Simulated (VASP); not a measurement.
# SiC (P6_3mc) in VASP: a series of runs

The runs below take SiC through single point, relaxation of cell and atoms, with LDA.

All numbers are computed with VASP 6.6.1; they aren't measurements. Logs are shortened: lines on timing, memory, paths and dates and some standing lists are left out, and cuts for length are marked.

### Step 1. The cell of the first run

The structure is hexagonal, space group P6_3mc (No. 186). Conventional cell: a = 3.058 Å, b = 3.058 Å, c = 10.012 Å, α = 90.00°, β = 90.00°, γ = 120.00°. Si (site symmetry 3m) has 4 C at 1.87 to 1.88 Å within 2.5 Å. Within 2.5 Å of Si (site symmetry 3m) lie 4 C at 1.87 to 1.88 Å. C (site symmetry 3m) has 4 Si at 1.87 to 1.88 Å within 2.5 Å. C (site symmetry 3m) has 4 Si at 1.87 to 1.88 Å within 2.5 Å.

### Step 2. Single point, LDA

The input, INCAR:

```
SYSTEM = SiC
PREC = Accurate
ENCUT = 520
EDIFF = 1E-6
ISMEAR = 0
SIGMA = 0.02
LREAL = .FALSE.
LASPH = .TRUE.
NELM = 100
ALGO = Normal
ISIF = 2
LWAVE = .FALSE.
LCHARG = .TRUE.
GGA = CA
LELF = .TRUE.
LVHAR = .TRUE.
NBANDS = 26
```

The input, KPOINTS:

```
Automatic mesh
0
G
  12 12 4
  0 0 0
```

The input, POSCAR:

```
SiC
1.0
    3.0584217985     -0.0000000029      0.0000000000
   -1.5292108968      2.6486709744      0.0000000000
    0.0000000000      0.0000000000     10.0121483264
Si C
4 4
Direct
    0.6666666667      0.3333333333      0.9378414617
    0.3333333333      0.6666666667      0.4378414617
    0.0000000000      0.0000000000      0.6879005816
    0.0000000000      0.0000000000      0.1879005816
    0.6666666667      0.3333333333      0.7498077831
    0.3333333333      0.6666666667      0.2498077831
    0.0000000000      0.0000000000      0.5004491737
    0.0000000000      0.0000000000      0.0004491737
```

Potentials or basis: VASP PAW LDA potentials, release 64 (Si, C).

Run with:

```console
$ cat potpaw_LDA.64/Si/POTCAR potpaw_LDA.64/C/POTCAR > POTCAR
$ mpirun -np 1 vasp_std > vasp.out
```

OUTCAR:

```text
SYSTEM = SiC
   PREC = Accurate
   ENCUT = 520
   EDIFF = 1E-6
   ISMEAR = 0
   LREAL = .FALSE.
   LASPH = .TRUE.
   NELM = 100
   ISIF = 2
   GGA = CA

 ion  position               nearest neighbor table
   1  0.667  0.333  0.938-   8 1.87   8 1.87   8 1.87   5 1.88   3 3.06   3 3.06   3 3.06   4 3.06
                             4 3.06   4 3.06
   2  0.333  0.667  0.438-   7 1.87   7 1.87   7 1.87   6 1.88   4 3.06   4 3.06   4 3.06   3 3.06
                             3 3.06   3 3.06
   3  0.000  0.000  0.688-   5 1.87   5 1.87   5 1.87   7 1.88   1 3.06   1 3.06   1 3.06   2 3.06
                             2 3.06   2 3.06
   4  0.000  0.000  0.188-   6 1.87   6 1.87   6 1.87   8 1.88   2 3.06   2 3.06   2 3.06   1 3.06
                             1 3.06   1 3.06
   5  0.667  0.333  0.750-   3 1.87   3 1.87   3 1.87   1 1.88
   6  0.333  0.667  0.250-   4 1.87   4 1.87   4 1.87   2 1.88
   7  0.000  0.000  0.500-   2 1.87   2 1.87   2 1.87   3 1.88
   8  0.000  0.000  0.000-   1 1.87   1 1.87   1 1.87   4 1.88

  LATTYP: Found a hexagonal cell.
 ALAT       =     3.0584217985
 C/A-ratio  =     3.2736322803

  Lattice vectors:

 A1 = (   3.0584217985,  -0.0000000029,   0.0000000000)
 A2 = (  -1.5292108968,   2.6486709744,   0.0000000000)
 A3 = (   0.0000000000,   0.0000000000,  10.0121483264)

Analysis of symmetry for initial positions (statically):
=====================================================================
 Subroutine PRICEL returns:
 Original cell was already a primitive cell.

 Routine SETGRP: Setting up the symmetry group for a
 hexagonal supercell.

 Subroutine GETGRP returns: Found 12 space group operations
 (whereof  6 operations were pure point group operations)
 out of a pool of 24 trial point group operations.

The static configuration has the point symmetry C_3v.
 The point group associated with its full space group is C_6v.

Analysis of symmetry for dynamics (positions and initial velocities):
=====================================================================
 Subroutine PRICEL returns:
 Original cell was already a primitive cell.

 Routine SETGRP: Setting up the symmetry group for a
 hexagonal supercell.

 Subroutine GETGRP returns: Found 12 space group operations
 (whereof  6 operations were pure point group operations)
 out of a pool of 24 trial point group operations.

The dynamic configuration has the point symmetry C_3v.
 The point group associated with its full space group is C_6v.

 Subroutine INISYM returns: Found 12 space group operations
 (whereof  6 operations are pure point group operations),
 and found     1 'primitive' translations

----------------------------------------------------------------------------------------

                                     Primitive cell

  volume of cell :      81.1059

  direct lattice vectors                    reciprocal lattice vectors
     3.058421798 -0.000000003  0.000000000     0.326966019  0.188773919  0.000000000
    -1.529210897  2.648670974  0.000000000     0.000000000  0.377547838  0.000000000
     0.000000000  0.000000000 10.012148326     0.000000000  0.000000000  0.099878664

  length of vectors
     3.058421798  3.058421798 10.012148326     0.377547838  0.377547838  0.099878664

  position of ions in fractional coordinates (direct lattice)
     0.666666667  0.333333333  0.937841462
     0.333333333  0.666666667  0.437841462
     0.000000000  0.000000000  0.687900582
     0.000000000  0.000000000  0.187900582
     0.666666667  0.333333333  0.749807783
     0.333333333  0.666666667  0.249807783
     0.000000000  0.000000000  0.500449174
     0.000000000  0.000000000  0.000449174

  ion indices of the primitive-cell ions
   primitive index   ion index
                 1           1
                 2           2
                 3           3
                 4           4
                 5           5
                 6           6
                 7           7
                 8           8

----------------------------------------------------------------------------------------

 KPOINTS: Automatic mesh

Automatic generation of k-mesh.
 Grid dimensions read from file:
 generate k-points for:   12   12    4

 Generating k-lattice:

  Cartesian coordinates                     Fractional coordinates (reciprocal lattice)
     0.027247168  0.015731160  0.000000000     0.083333333  0.000000000  0.000000000
     0.000000000  0.031462320  0.000000000     0.000000000  0.083333333  0.000000000
     0.000000000  0.000000000  0.024969666     0.000000000  0.000000000  0.250000000

  Length of vectors
     0.031462320  0.031462320  0.024969666

  Shift w.r.t. Gamma in fractional coordinates (k-lattice)
     0.000000000  0.000000000  0.000000000

 Subroutine IBZKPT returns following result:
 ===========================================

 Found     57 irreducible k-points:

 Following reciprocal coordinates:
            Coordinates               Weight
  0.000000  0.000000  0.000000      1.000000
  0.083333  0.000000  0.000000      6.000000
  0.166667  0.000000  0.000000      6.000000
  0.250000  0.000000  0.000000      6.000000
  0.333333  0.000000  0.000000      6.000000
  0.416667 -0.000000  0.000000      6.000000
[... 16 lines left out ...]
  0.250000  0.000000  0.250000     12.000000
  0.333333  0.000000  0.250000     12.000000
 [... further k-points ...]
   k-points           NKPTS =     57   k-points in BZ     NKDIM =     57   number of bands    NBANDS=     26
   number of dos      NEDOS =    301   number of ions     NIONS =      8
   total plane-waves  NPLWV =  46080
   dimension x,y,z NGX =    24 NGY =   24 NGZ =   80
   dimension x,y,z NGXF=    48 NGYF=   48 NGZF=  160
   ions per type =               4   4
   NGX,Y,Z   is equivalent  to a cutoff of  13.05, 13.05, 13.28 a.u.
   NGXF,Y,Z  is equivalent  to a cutoff of  26.09, 26.09, 26.57 a.u.
 SYSTEM =  SiC
   PREC   = accura    normal or accurate (medium, high low for compatibility)
   ISTART =      0    job   : 0-new  1-cont  2-samecut
   ICHARG =      2    charge: 1-file 2-atom 10-const
   ISPIN  =      1    spin polarized calculation?
   LNONCOLLINEAR =      F non collinear calculations
   LSORBIT =      F    spin-orbit coupling
   LASPH  =      T    aspherical Exc in radial PAW
   ENCUT  =  520.0 eV  38.22 Ry    6.18 a.u.   5.69  5.69 18.62*2*pi/ulx,y,z
   NELM   =    100;   NELMIN=  2; NELMDL= -5     # of ELM steps
   EDIFF  = 0.1E-05   stopping-criterion for ELM
   LREAL  =      F    real-space projection
   EDIFFG = 0.1E-04   stopping-criterion for IOM
   NSW    =      0    number of steps for IOM
   IBRION =     -1    ionic relax: 0-MD 1-quasi-New 2-CG
   NFREE  =      0    steps in history (QN), initial steepest desc. (CG)
   ISIF   =      2    stress and relaxation
   ISYM   =      2    0-nonsym 1-usesym 2-fastsym
   POTIM  = 0.5000    time-step for ionic-motion
   TEBEG  =    0.0;   TEEND  =   0.0 temperature during run
   PSTRESS=    0.0 pullay stress
   NELECT =      32.0000    total number of electrons
   NUPDOWN=      -1.0000    fix difference up-down
   EMIN   =  10.00;   EMAX   =-10.00  energy-range for DOS
   EFERMI =   0.00;   METHOD = LEGACY
   ISMEAR =     0;   SIGMA  =   0.02  broadening in eV -4-tet -1-fermi 0-gaus
   EFERMI_NEDOS =   21; number of points for ismear=-14 and -15
   IALGO  =     38    algorithm
   IMIX   =      4    mixing-type and parameters
     AMIX     =   0.40;   BMIX     =  1.00
     AMIX_MAG =   1.60;   BMIX_MAG =  1.00
  volume/ion in A,a.u.               =      10.14        68.42
  Fermi-wavevector in a.u.,A,eV,Ry     =   1.200717  2.269026 19.615804  1.441721
  Thomas-Fermi vector in A             =   2.336545
   LORBIT       =      0    0 simple, 1 ext, 2 COOP (PROOUT), +10 PAW based schemes
   GGA     = CA    functional components
   LHFCALC =     F    Hartree Fock is set to
   AEXX    =    0.0000 exact exchange contribution
   IVDW    =     0    specifies the selected vdW correction
   LEPSILON=     F    determine dielectric tensor
   LRPA    =     F    only Hartree local field effects (RPA)
 non-spin polarized calculation
 Gauss-broadening in eV      SIGMA  =   0.02
  energy-cutoff  :      520.00
  volume of cell :       81.11
 maximum number of plane-waves:      2210
 NGX is ok and might be reduce to    24
   NGX = 11   NGY = 11   NGZ = 37

 number of electron      31.9999999 magnetization

 Free energy of the ion-electron system (eV)
  ---------------------------------------------------
  ext. energy  EPLUGINS =         0.00000000
  ---------------------------------------------------
  free energy    TOTEN  =       -66.58062144 eV

  energy without entropy =      -66.58062144  energy(sigma->0) =      -66.58062144

 E-fermi :   8.5189     XC(G=0): -11.6400

 val. band max:        8.3611828952   @ k =   0.0000   0.0000   0.0000
 cond. band min:      10.5337956847   @ k =   0.5000   0.0000   0.0000
 fundamental gap:      2.1726127895
 Fermi energy:         8.5188925432

 k-point     1 :       0.0000    0.0000    0.0000
  band No.  band energies     occupation
      1      -7.1910      2.00000
      2      -5.9885      2.00000
      3      -5.9524      2.00000
      4      -3.4968      2.00000
      5      -0.3821      2.00000
      6       3.9667      2.00000
[... 18 lines left out ...]
     25      15.7933      0.00000
     26      16.4235      0.00000

 k-point     2 :       0.0833    0.0000    0.0000
  band No.  band energies     occupation
      1      -7.0680      2.00000
      2      -5.8695      2.00000
      3      -5.8328      2.00000
      4      -3.3923      2.00000
      5      -0.2684      2.00000
      6       4.0091      2.00000
[... 18 lines left out ...]
     25      15.8003      0.00000
[... 608 lines left out ...]
     25      17.2061      0.00000
     26      17.4019      0.00000

 k-point    24 :       0.3333    0.0000    0.2500
  band No.  band energies     occupation
      1      -5.2218      2.00000
      2      -4.6475      2.00000
      3      -3.5748      2.00000
      4      -2.3620      2.00000
      5       1.0411      2.00000
      6       1.5823      2.00000
[... 18 lines left out ...]
     25      17.0259      0.00000
     26      17.6220      0.00000

 [... further k-points ...]

------------------------ aborting loop because EDIFF is reached ----------------------------------------

  FORCE on cell =-STRESS in cart. coord.  units (eV):
  Direction    XX          YY          ZZ          XY          YZ          ZX
  --------------------------------------------------------------------------------------
  -------------------------------------------------------------------------------------
  Total        0.2041240      0.2041240      0.2087247     -0.0000000      0.0000000      0.0000000
  in kB        4.0322927      4.0322927      4.1231751     -0.0000000      0.0000000      0.0000000
  external PRESSURE =       4.0625868 kB  Pullay stress =       0.0000000 kB

 VOLUME and BASIS-vectors are now :
 -----------------------------------------------------------------------------
  energy-cutoff  :      520.00
  volume of cell :       81.11
      direct lattice vectors                 reciprocal lattice vectors
     3.058421798 -0.000000003  0.000000000     0.326966019  0.188773919  0.000000000
    -1.529210897  2.648670974  0.000000000     0.000000000  0.377547838  0.000000000
     0.000000000  0.000000000 10.012148326     0.000000000  0.000000000  0.099878664

 POSITION                                       TOTAL-FORCE (eV/Angst)
 -----------------------------------------------------------------------------------
      1.52921      0.88289      9.38981         0.000000     -0.000000      0.000943
      0.00000      1.76578      4.38373        -0.000000      0.000000      0.000943
      0.00000      0.00000      6.88736         0.000000     -0.000000     -0.001263
      0.00000      0.00000      1.88129        -0.000000      0.000000     -0.001263
      1.52921      0.88289      7.50719         0.000000     -0.000000      0.000081
      0.00000      1.76578      2.50111        -0.000000      0.000000      0.000081
      0.00000      0.00000      5.01057         0.000000      0.000000      0.000239
      0.00000      0.00000      0.00450         0.000000     -0.000000      0.000239
 -----------------------------------------------------------------------------------
    total drift:                               -0.000000     -0.000000      0.000090

  FREE ENERGIE OF THE ION-ELECTRON SYSTEM (eV)
  ---------------------------------------------------
  free  energy   TOTEN  =       -66.5806214445 eV

  energy  without entropy=      -66.5806214445  energy(sigma->0) =      -66.58062144
```

Wall time 90 s (1 thread of Intel Xeon 8259CL, shared host); peak memory 0.22 GiB.

Results:

```yaml
Free_energy: -66.5806 eV
Pressure: 0.4 GPa
Band_gap_on_the_k_mesh: 2.17 eV (least direct gap 3.30 eV)
```

A k mesh can miss the band edges.

### Step 3. Relaxation of cell and atoms, LDA

This run uses another cell than the first one, of 10.31 Å³/atom.

The input, INCAR:

```
SYSTEM = SiC
PREC     = Accurate       ! precision mode
ENCUT    = 600            ! plane-wave cutoff, eV
EDIFF    = 1E-6           ! SCF threshold, eV
ISMEAR   = 0              ! smearing method
SIGMA    = 0.02           ! smearing width, eV
LREAL    = .FALSE.        ! projectors in reciprocal space
LASPH    = .TRUE.         ! aspherical terms in the spheres
NELM     = 80             ! most SCF steps
ALGO     = Normal         ! electronic algorithm
ISIF     = 3              ! what is computed and relaxed
LWAVE    = .FALSE.        ! write WAVECAR
LCHARG   = .FALSE.        ! write CHGCAR
GGA      = CA             ! functional
IBRION   = 2              ! ionic algorithm
NSW      = 100            ! ionic steps
EDIFFG   = -0.005         ! ionic threshold
```

The input, KPOINTS:

```
regular mesh
0
G
  12 12 4
  0 0 0
```

The input, POSCAR:

```
SiC
1.0
    3.0756941500      0.0000000000      0.0000000000
   -1.5378470700      2.6636292700      0.0000000000
    0.0000000000      0.0000000000     10.0706464800
Si C
4 4
Direct
    0.6666666700      0.3333333300      0.9378419800
    0.3333333300      0.6666666700      0.4378419800
    0.0000000000      0.0000000000      0.6878943800
    0.0000000000      0.0000000000      0.1878943800
    0.6666666700      0.3333333300      0.7498025900
    0.3333333300      0.6666666700      0.2498025900
    0.0000000000      0.0000000000      0.5004600500
    0.0000000000      0.0000000000      0.0004600500
```

Potentials or basis: VASP PAW LDA potentials, release 64 (Si, C).

Run with:

```console
$ cat potpaw_LDA.64/Si/POTCAR potpaw_LDA.64/C/POTCAR > POTCAR
$ mpirun -np 1 vasp_std > vasp.out
```

Run time: 6.8 min. Hardware: 1 thread of Intel Xeon 8259CL, shared host; peak memory 0.25 GiB.

The run converged. Its results:

| Property | Result |
| --- | --- |
| Free energy | -66.5909 eV |
| Relaxed volume | 10.15 Å³/atom |
| Relaxed cell | a = 3.059 Å, b = 3.059 Å, c = 10.017 Å, α = 90.00°, β = 90.00°, γ = 120.00° |
| Space group after relaxing (to 0.1 Å) | P6_3mc (No. 186) |
| Energy gained by relaxing | 1.8 meV/atom |
| Ionic steps | 3 |
| Pressure after relaxing | 0.0 GPa |
| Largest force after relaxing | 0.004 eV/Å |
| Band gap on the k mesh | 2.17 eV (least direct gap 3.30 eV) |

Forces in eV/Å, atoms in the order of the input:
```
Si   0.000  0.000 -0.004
Si   0.000  0.000 -0.004
Si   0.000  0.000  0.002
Si   0.000  0.000  0.002
C    0.000  0.000  0.002
C    0.000  0.000  0.002
C    0.000  0.000 -0.001
C    0.000  0.000 -0.001
```

Step by step:
| step | energy change (eV) | largest force (eV/Å) | pressure (GPa) | volume (Å³) |
| --- | --- | --- | --- | --- |
| 1 | 0.0000 | 0.0044 | -3.56 | 82.50 |
| 2 | 0.0029 | 0.0134 | 4.11 | 79.79 |
| 3 | -0.0148 | 0.0039 | -0.01 | 81.20 |

Final structure:
```
CELL_PARAMETERS angstrom
3.05941 0.00000 0.00000
-1.52971 2.64953 0.00000
0.00000 0.00000 10.01670
ATOMIC_POSITIONS crystal
Si 0.66667 0.33333 0.93785
Si 0.33333 0.66667 0.43785
Si 0.00000 0.00000 0.68789
Si 0.00000 0.00000 0.18789
C 0.66667 0.33333 0.74980
C 0.33333 0.66667 0.24980
C 0.00000 0.00000 0.50046
C 0.00000 0.00000 0.00046
```

Levels at points of the mesh, in eV from the valence-band top:
```
           k point  band 13  band 14  band 15  band 16  band 17  band 18  band 19  band 20
(0.00, 0.00, 0.00)    -0.59    -0.05     0.00     0.00     5.21     5.78     6.42     6.55
(0.50, 0.00, 0.00)    -2.39    -2.24    -1.59    -1.13     2.17     2.30     4.18     4.77
(0.00, 0.00, 0.50)    -0.21    -0.21    -0.21    -0.21     5.42     5.42     6.90     6.90
(0.50, 0.00, 0.50)    -2.54    -2.54    -1.57    -1.57     2.58     2.58     4.17     4.17
```
